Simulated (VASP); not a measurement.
A run of VASP 6.6.1:

File POSCAR:

```
ZnO
1.0
    3.2675474112      0.0000000000      0.0000000000
   -1.6337737056      2.8297790662      0.0000000000
    0.0000000000      0.0000000000      5.1580292772
Zn O
2 2
Direct
    0.3333333333      0.6666666667      0.4970740949
    0.6666666667      0.3333333333     -0.0029259051
    0.6666666667      0.3333333333      0.3819359051
    0.3333333333      0.6666666667      0.8819359051
```

INCAR.step1

```
PREC = Accurate ; ENCUT = 520
ISMEAR = 0 ; SIGMA = 0.01
LREAL = False ; LASPH = True
NELM = 100 ; NBANDS = 26
GGA = PE ; ALGO = Normal
EDIFF = 1E-4 ; LWAVE = True
LCHARG = False
```

The input INCAR.step2:

```
PREC = Accurate ; ENCUT = 520
EDIFF = 1E-6 ; ISMEAR = 0
SIGMA = 0.01 ; LREAL = False
LASPH = True ; NELM = 100
ALGO = Normal ; ISIF = 2
LWAVE = False ; LCHARG = False
METAGGA = R2SCAN ; LMIXTAU = True
NBANDS = 26 ; ISTART = 1
```

The input KPOINTS:

```
Automatic mesh
0
Gamma
  8 8 4
```

Potentials or basis: VASP PAW PBE potentials, release 64 (Zn, O).

Launch:

```console
$ cat potpaw_PBE.64/Zn/POTCAR potpaw_PBE.64/O/POTCAR > POTCAR
$ cp INCAR.step1 INCAR
$ mpirun -np 1 vasp_std > vasp.out
$ cp INCAR.step2 INCAR
$ mpirun -np 1 vasp_std > vasp.out
```

Hardware: 1 thread of Intel Xeon 6975P-C (shared host).

Problem. How long does it take, and how much memory?

Solution. It took 79 s on 1 thread of Intel Xeon 6975P-C, on a shared host, peak memory 0.18 GiB. Counts: k points 30.
